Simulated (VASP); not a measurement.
# KCl (I4/mmm) in VASP: further runs

KCl is run at these levels: PBE, r2SCAN, HSE06; tasks: single point.

Everything below comes from runs of VASP 6.6.1. Logs are shortened: lines on timing, memory, paths and dates and some standing lists are left out, and cuts for length are marked.

## (1) The cell of the first run

The structure is tetragonal, space group I4/mmm (No. 139). The conventional cell has a = 4.447 Å, b = 4.447 Å, c = 6.650 Å, α = 90.00°, β = 90.00°, γ = 90.00°. K (site symmetry 4/mmm) has 6 Cl at 3.14 to 3.33 Å within 4.1 Å. Within 4.1 Å of Cl (site symmetry 4/mmm) lie 6 K at 3.14 to 3.33 Å.

## (2) Single point, PBE (uniaxial x strain +5.7%)

Contents of INCAR:

```
PREC = Accurate ; ENCUT = 520
EDIFF = 1E-6 ; ISMEAR = -1
SIGMA = 0.02 ; LREAL = False
LASPH = True ; NELM = 100
ALGO = Normal ; ISIF = 2
LWAVE = False ; LCHARG = False
GGA = PE ; NBANDS = 15
```

Contents of KPOINTS:

```
regular mesh
0
Gamma
  8 8 8
```

Contents of POSCAR:

```
KCl
1.0
    0.0000000000      3.1448471320      3.1448471320
    3.3250468726      0.0000000000      3.1448471320
    3.3250468726      3.1448471320      0.0000000000
K Cl
1 1
Direct
    0.0000000000      0.0000000000      0.0000000000
    0.5000000000      0.5000000000      0.5000000000
```

Potentials or basis: VASP PAW PBE potentials, release 64 (K_sv, Cl).

The run is started by

```bash
$ cat potpaw_PBE.64/K_sv/POTCAR potpaw_PBE.64/Cl/POTCAR > POTCAR
$ mpirun -np 1 vasp_std > vasp.out
```

OUTCAR:

```text
PREC = Accurate
   ENCUT = 520
   EDIFF = 1E-6
   ISMEAR = -1
   LREAL = False
   LASPH = True
   NELM = 100
   ISIF = 2
   GGA = PE

 ion  position               nearest neighbor table
   1  0.000  0.000  0.000-   2 3.14   2 3.14   2 3.14   2 3.14
   2  0.500  0.500  0.500-   1 3.14   1 3.14   1 3.14   1 3.14

  LATTYP: Found a body centered tetragonal cell.
 ALAT       =     4.4474854657
 C/A-ratio  =     1.4952479995

  Lattice vectors:

 A1 = (   3.3250468726,   0.0000000000,   3.1448471320)
 A2 = (   3.3250468726,   0.0000000000,  -3.1448471320)
 A3 = (  -3.3250468726,   3.1448471320,   0.0000000000)

Analysis of symmetry for initial positions (statically):
=====================================================================
 Subroutine PRICEL returns:
 Original cell was already a primitive cell.

 Routine SETGRP: Setting up the symmetry group for a
 body centered tetragonal supercell.

 Subroutine GETGRP returns: Found 16 space group operations
 (whereof 16 operations were pure point group operations)
 out of a pool of 16 trial point group operations.

The static configuration has the point symmetry D_4h.

Analysis of symmetry for dynamics (positions and initial velocities):
=====================================================================
 Subroutine PRICEL returns:
 Original cell was already a primitive cell.

 Routine SETGRP: Setting up the symmetry group for a
 body centered tetragonal supercell.

 Subroutine GETGRP returns: Found 16 space group operations
 (whereof 16 operations were pure point group operations)
 out of a pool of 16 trial point group operations.

The dynamic configuration has the point symmetry D_4h.

 Subroutine INISYM returns: Found 16 space group operations
 (whereof 16 operations are pure point group operations),
 and found     1 'primitive' translations

----------------------------------------------------------------------------------------

                                     Primitive cell

  volume of cell :      65.7698

  direct lattice vectors                    reciprocal lattice vectors
     0.000000000  3.144847132  3.144847132    -0.150373820  0.158990240  0.158990240
     3.325046873  0.000000000  3.144847132     0.150373820 -0.158990240  0.158990240
     3.325046873  3.144847132  0.000000000     0.150373820  0.158990240 -0.158990240

  length of vectors
     4.447485466  4.576680040  4.576680040     0.270495986  0.270495986  0.270495986

  position of ions in fractional coordinates (direct lattice)
[... 89 lines left out ...]
   PSTRESS=    0.0 pullay stress
   NELECT =      16.0000    total number of electrons
   NUPDOWN=      -1.0000    fix difference up-down
   EMIN   =  10.00;   EMAX   =-10.00  energy-range for DOS
   EFERMI =   0.00;   METHOD = LEGACY
   ISMEAR =    -1;   SIGMA  =   0.02  broadening in eV -4-tet -1-fermi 0-gaus
   EFERMI_NEDOS =   21; number of points for ismear=-14 and -15
   IALGO  =     38    algorithm
   IMIX   =      4    mixing-type and parameters
     AMIX     =   0.40;   BMIX     =  1.00
     AMIX_MAG =   1.60;   BMIX_MAG =  1.00
  volume/ion in A,a.u.               =      32.88       221.92
  Fermi-wavevector in a.u.,A,eV,Ry     =   1.021972  1.931248 14.210303  1.044428
  Thomas-Fermi vector in A             =   2.155626
   LORBIT       =      0    0 simple, 1 ext, 2 COOP (PROOUT), +10 PAW based schemes
   GGA     = PE    functional components
   LHFCALC =     F    Hartree Fock is set to
   AEXX    =    0.0000 exact exchange contribution
   IVDW    =     0    specifies the selected vdW correction
   LEPSILON=     F    determine dielectric tensor
   LRPA    =     F    only Hartree local field effects (RPA)
 non-spin polarized calculation
  energy-cutoff  :      520.00
  volume of cell :       65.77
 maximum number of plane-waves:      1799
 NGX is ok and might be reduce to    36
   NGX = 17   NGY = 17   NGZ = 17

 number of electron      15.9999999 magnetization

 Free energy of the ion-electron system (eV)
  ---------------------------------------------------
  ext. energy  EPLUGINS =         0.00000000
  ---------------------------------------------------
  free energy    TOTEN  =        -6.79962053 eV

  energy without entropy =       -6.79962053  energy(sigma->0) =       -6.79962053

 E-fermi :  -1.5786     XC(G=0):  -7.3164

 val. band max:       -2.0413495291   @ k =   0.0000   0.0000   0.0000
 cond. band min:       2.9493326398   @ k =   0.0000   0.0000   0.0000
 fundamental gap:      4.9906821690
 Fermi energy:        -1.5785963785

 k-point     1 :       0.0000    0.0000    0.0000
  band No.  band energies     occupation
      1     -29.3738      2.00000
      2     -14.1124      2.00000
      3     -12.8429      2.00000
      4     -12.8315      2.00000
      5     -12.8315      2.00000
      6      -2.0631      2.00000
      7      -2.0413      2.00000
      8      -2.0413      2.00000
      9       2.9493      0.00000
     10       6.0837      0.00000
     11       6.4148      0.00000
     12       6.4148      0.00000
     13       7.0389      0.00000
     14       7.2677      0.00000
[... 401 lines left out ...]
      2     -14.2454      2.00000
      3     -12.8660      2.00000
      4     -12.8284      2.00000
      5     -12.6550      2.00000
      6      -2.7585      2.00000
      7      -2.2745      2.00000
      8      -2.2557      2.00000
      9       4.6310      0.00000
     10       5.9408      0.00000
     11       7.3100      0.00000
     12       7.6215      0.00000
     13       7.9039      0.00000
     14       8.6973      0.00000
     15      10.5967      0.00000

 [... further k-points ...]

------------------------ aborting loop because EDIFF is reached ----------------------------------------

  FORCE on cell =-STRESS in cart. coord.  units (eV):
  Direction    XX          YY          ZZ          XY          YZ          ZX
  --------------------------------------------------------------------------------------
  -------------------------------------------------------------------------------------
  Total       -0.4050061      0.1770758      0.1770758      0.0000000      0.0000000      0.0000000
  in kB       -9.8660952      4.3136303      4.3136303      0.0000000      0.0000000      0.0000000
  external PRESSURE =      -0.4129449 kB  Pullay stress =       0.0000000 kB

 VOLUME and BASIS-vectors are now :
 -----------------------------------------------------------------------------
  energy-cutoff  :      520.00
  volume of cell :       65.77
      direct lattice vectors                 reciprocal lattice vectors
     0.000000000  3.144847132  3.144847132    -0.150373820  0.158990240  0.158990240
     3.325046873  0.000000000  3.144847132     0.150373820 -0.158990240  0.158990240
     3.325046873  3.144847132  0.000000000     0.150373820  0.158990240 -0.158990240

 POSITION                                       TOTAL-FORCE (eV/Angst)
 -----------------------------------------------------------------------------------
      0.00000      0.00000      0.00000         0.000000      0.000000     -0.000000
      3.32505      3.14485      3.14485         0.000000     -0.000000      0.000000
 -----------------------------------------------------------------------------------
    total drift:                                0.000000      0.000000      0.000000

  FREE ENERGIE OF THE ION-ELECTRON SYSTEM (eV)
  ---------------------------------------------------
  free  energy   TOTEN  =        -6.7996205306 eV

  energy  without entropy=       -6.7996205306  energy(sigma->0) =       -6.79962053
```

OSZICAR:

```text
N       E                     dE             d eps       ncg     rms          rms(c)
DAV:   1     0.102307041048E+03    0.10231E+03   -0.70412E+03  1770   0.945E+02
DAV:   2    -0.501131978655E+00   -0.10281E+03   -0.94420E+02  2312   0.236E+02
DAV:   3    -0.686506238292E+01   -0.63639E+01   -0.63302E+01  2449   0.522E+01
DAV:   4    -0.710835787288E+01   -0.24330E+00   -0.24324E+00  2767   0.918E+00
DAV:   5    -0.711017787730E+01   -0.18200E-02   -0.18200E-02  2484   0.900E-01    0.316E+00
DAV:   6    -0.680245605866E+01    0.30772E+00   -0.44875E-01  2274   0.327E+00    0.257E+00
DAV:   7    -0.678539318359E+01    0.17063E-01   -0.10688E-01  2463   0.181E+00    0.150E+00
DAV:   8    -0.679812674470E+01   -0.12734E-01   -0.17225E-02  2197   0.966E-01    0.181E-01
DAV:   9    -0.679898074393E+01   -0.85400E-03   -0.11368E-03  2456   0.212E-01    0.103E-01
DAV:  10    -0.679961214133E+01   -0.63140E-03   -0.66367E-04  1875   0.162E-01    0.221E-02
DAV:  11    -0.679961658420E+01   -0.44429E-05   -0.25817E-05  2600   0.275E-02    0.528E-03
DAV:  12    -0.679962001454E+01   -0.34303E-05   -0.36640E-06  1951   0.134E-02    0.321E-03
DAV:  13    -0.679962053060E+01   -0.51606E-06   -0.64355E-07  1831   0.468E-03
   1 F= -.67996205E+01 E0= -.67996205E+01  d E =-.952330E-12
```

stdout:

```text
POSCAR found type information on POSCAR K Cl
 POSCAR found :  2 types and       2 ions
 scaLAPACK will be used
 LDA part: xc-table for (Slater+PW92), standard interpolation
 POSCAR, INCAR and KPOINTS ok, starting setup
 FFT: planning ... GRIDC
 FFT: planning ... GRID_SOFT
 FFT: planning ... GRID
 WAVECAR not read
 entering main loop
```

Run time: 88 s. Hardware: 1 thread of Intel Xeon 8259CL, shared host; peak memory 0.23 GiB.

Results:

| Quantity | Value |
| --- | --- |
| Free energy | -6.7996 eV |
| Pressure | 0.0 GPa |
| Band gap on the k mesh | 4.99 eV |

Caveat: the cell differs from its parent crystal (uniaxial x strain +5.7%).

## (3) Single point, r2SCAN (uniaxial x strain +5.7%)

POSCAR is that of step 2.

Contents of INCAR.step1:

```
SYSTEM = KCl
ALGO = Normal
EDIFF = 1E-4
ENCUT = 520
GGA = PE
ISMEAR = 0
LASPH = .TRUE.
LCHARG = .FALSE.
LREAL = .FALSE.
LWAVE = .TRUE.
NBANDS = 15
NELM = 60
PREC = Accurate
SIGMA = 0.01
```

Contents of INCAR.step2:

```
SYSTEM = KCl
ALGO = Normal
EDIFF = 1E-6
ENCUT = 520
ISIF = 2
ISMEAR = 0
ISTART = 1
LASPH = .TRUE.
LCHARG = .FALSE.
LMIXTAU = .TRUE.
LREAL = .FALSE.
LWAVE = .FALSE.
METAGGA = R2SCAN
NBANDS = 15
NELM = 60
PREC = Accurate
SIGMA = 0.01
```

Contents of KPOINTS:

```
k-points
0
G
  8 8 8
  0 0 0
```

Potentials or basis: VASP PAW PBE potentials, release 64 (K_sv, Cl).

The run is started by

```bash
$ cat potpaw_PBE.64/K_sv/POTCAR potpaw_PBE.64/Cl/POTCAR > POTCAR
$ cp INCAR.step1 INCAR
$ mpirun -np 1 vasp_std > vasp.out
$ cp INCAR.step2 INCAR
$ mpirun -np 1 vasp_std > vasp.out
```

Run time: 6 min. Hardware: 1 thread of Intel Xeon 8259CL, shared host; peak memory 0.25 GiB.

The run converged. Its results:

```
Free energy            : -16.4850 eV
Pressure               : -0.8 GPa
Band gap on the k mesh : 5.63 eV
```

Stress tensor (GPa, compression positive):
```
-1.79  0.00  0.00
 0.00 -0.30  0.00
 0.00  0.00 -0.30
```

Levels at points of the mesh, in eV from the valence-band top:
| k point | band 6 | band 7 | band 8 | band 9 | band 10 | band 11 |
| --- | --- | --- | --- | --- | --- | --- |
| (0.00, 0.00, 0.00) | -0.03 | 0.00 | 0.00 | 5.63 | 8.78 | 9.12 |
| (0.50, 0.00, 0.00) | -0.97 | -0.30 | -0.29 | 7.96 | 9.00 | 11.11 |
| (0.50, 0.50, 0.00) | -0.61 | -0.25 | -0.23 | 7.04 | 8.97 | 10.46 |
| (0.00, 0.50, 0.50) | -0.68 | -0.18 | -0.18 | 7.13 | 8.94 | 10.12 |

Caveat: the cell differs from its parent crystal (uniaxial x strain +5.7%); the PAW data sets were made with another functional, which shifts forces and pressure a little. A k mesh can miss the band edges.

## (4) Single point, HSE06 (uniaxial x strain +5.7%)

POSCAR is that of step 3.

Contents of INCAR.step1:

```
SYSTEM = KCl
ALGO = Normal
EDIFF = 1E-5
ENCUT = 520
GGA = PE
ISIF = 2
ISMEAR = 0
KPAR = 4
LASPH = .True.
LCHARG = .False.
LREAL = .False.
LWAVE = .True.
NBANDS = 15
NELM = 80
PREC = Accurate
SIGMA = 0.01
```

Contents of INCAR.step2:

```
SYSTEM = KCl
ALGO = Normal
EDIFF = 1E-7
ENCUT = 520
GGA = PE
HFSCREEN = 0.2079
ISIF = 2
ISMEAR = 0
ISTART = 1
KPAR = 4
LASPH = .True.
LCHARG = .False.
LHFCALC = .True.
LREAL = .False.
LWAVE = .False.
NBANDS = 15
NELM = 80
PREC = Accurate
PRECFOCK = Normal
SIGMA = 0.01
```

Contents of KPOINTS:

```
k-points
0
Gamma
  6 6 6
  0 0 0
```

Potentials or basis: VASP PAW PBE potentials, release 64 (K_sv, Cl).

The run is started by

```bash
$ cat potpaw_PBE.64/K_sv/POTCAR potpaw_PBE.64/Cl/POTCAR > POTCAR
$ cp INCAR.step1 INCAR
$ mpirun -np 4 vasp_std > vasp.out
$ cp INCAR.step2 INCAR
$ mpirun -np 4 vasp_std > vasp.out
```

OUTCAR:

```text
SYSTEM = KCl
   EDIFF = 1E-7
   ENCUT = 520
   GGA = PE
   HFSCREEN = 0.2079
   ISIF = 2
   ISMEAR = 0
   ISTART = 1
   LASPH = .True.
   LHFCALC = .True.
   LREAL = .False.
   NELM = 80
   PREC = Accurate
   PRECFOCK = Normal

 ion  position               nearest neighbor table
   1  0.000  0.000  0.000-   2 3.14   2 3.14   2 3.14   2 3.14
   2  0.500  0.500  0.500-   1 3.14   1 3.14   1 3.14   1 3.14

  LATTYP: Found a body centered tetragonal cell.
 ALAT       =     4.4474854657
 C/A-ratio  =     1.4952479995
[... 632 lines left out ...]

  FORCE on cell =-STRESS in cart. coord.  units (eV):
  Direction    XX          YY          ZZ          XY          YZ          ZX
  --------------------------------------------------------------------------------------
  -------------------------------------------------------------------------------------
  Total       -0.5080770      0.0613459      0.0613459     -0.0000000      0.0000000     -0.0000000
  in kB      -12.3769386      1.4944075      1.4944075     -0.0000000      0.0000000     -0.0000000
  external PRESSURE =      -3.1293745 kB  Pullay stress =       0.0000000 kB

 VOLUME and BASIS-vectors are now :
 -----------------------------------------------------------------------------
  energy-cutoff  :      520.00
  volume of cell :       65.77
      direct lattice vectors                 reciprocal lattice vectors
     0.000000000  3.144847132  3.144847132    -0.150373820  0.158990240  0.158990240
     3.325046873  0.000000000  3.144847132     0.150373820 -0.158990240  0.158990240
     3.325046873  3.144847132  0.000000000     0.150373820  0.158990240 -0.158990240

 POSITION                                       TOTAL-FORCE (eV/Angst)
 -----------------------------------------------------------------------------------
      0.00000      0.00000      0.00000         0.000000      0.000000     -0.000000
      3.32505      3.14485      3.14485        -0.000000     -0.000000      0.000000
 -----------------------------------------------------------------------------------
    total drift:                               -0.000000      0.000000      0.000000

  FREE ENERGIE OF THE ION-ELECTRON SYSTEM (eV)
  ---------------------------------------------------
  free  energy   TOTEN  =        -7.8551690877 eV

  energy  without entropy=       -7.8551690877  energy(sigma->0) =       -7.85516909
```

OSZICAR.step1:

```text
N       E                     dE             d eps       ncg     rms          rms(c)
DAV:   1     0.979218354894E+02    0.97922E+02   -0.69496E+03   900   0.944E+02
DAV:   2    -0.732693910443E+00   -0.98655E+02   -0.90136E+02  1182   0.229E+02
DAV:   3    -0.686336491984E+01   -0.61307E+01   -0.60955E+01  1243   0.513E+01
DAV:   4    -0.710849696962E+01   -0.24513E+00   -0.24508E+00  1404   0.906E+00
DAV:   5    -0.711019462328E+01   -0.16977E-02   -0.16976E-02  1271   0.874E-01    0.316E+00
DAV:   6    -0.680240806522E+01    0.30779E+00   -0.45231E-01  1166   0.327E+00    0.257E+00
DAV:   7    -0.678537689856E+01    0.17031E-01   -0.10765E-01  1229   0.181E+00    0.150E+00
DAV:   8    -0.679813158987E+01   -0.12755E-01   -0.17387E-02  1154   0.969E-01    0.180E-01
DAV:   9    -0.679899346940E+01   -0.86188E-03   -0.11349E-03  1229   0.210E-01    0.102E-01
DAV:  10    -0.679962184879E+01   -0.62838E-03   -0.66159E-04   949   0.162E-01    0.218E-02
DAV:  11    -0.679962627573E+01   -0.44269E-05   -0.25407E-05  1285   0.271E-02
   1 F= -.67996263E+01 E0= -.67996263E+01  d E =-.368856-131
```

It took 24 min on 4 MPI ranks of Intel Xeon Platinum 8259CL at 2.50GHz (Skylake/Cascade Lake), shared host; peak memory 0.34 GiB.

Results:

```yaml
Free_energy: -7.8552 eV
Pressure: -0.3 GPa
Band_gap_on_the_k_mesh: 6.29 eV
```

Caveat: the cell differs from its parent crystal (uniaxial x strain +5.7%); the PAW data sets were made with another functional, which shifts forces and pressure a little.

## (5) The runs side by side

| level | k mesh | smearing | grid for exact exchange (PRECFOCK) | share of exact exchange | screening parameter | gap on the mesh (eV) | pressure (GPa) |
| --- | --- | --- | --- | --- | --- | --- | --- |
| PBE | 8 × 8 × 8 | fermi-dirac 0.02 eV | - | - | - | 4.99 | 0.0 |
| r2SCAN | 8 × 8 × 8 | gaussian 0.01 eV | - | - | - | 5.63 | -0.8 |
| HSE06 | 6 × 6 × 6 | gaussian 0.01 eV | Normal | 0.25 | 0.2079 1/Å | 6.29 | -0.3 |

Alike in all rows: task single point; potentials or basis VASP PAW PBE potentials, release 64 (K_sv, Cl); no spin polarisation; cell as given; cutoff (eV) 520.

Caveats: the PAW data sets were made with another functional, which shifts forces and pressure a little (at least some runs).

Total energies depend on the potentials used, so only differences within one code and one set of settings carry meaning.
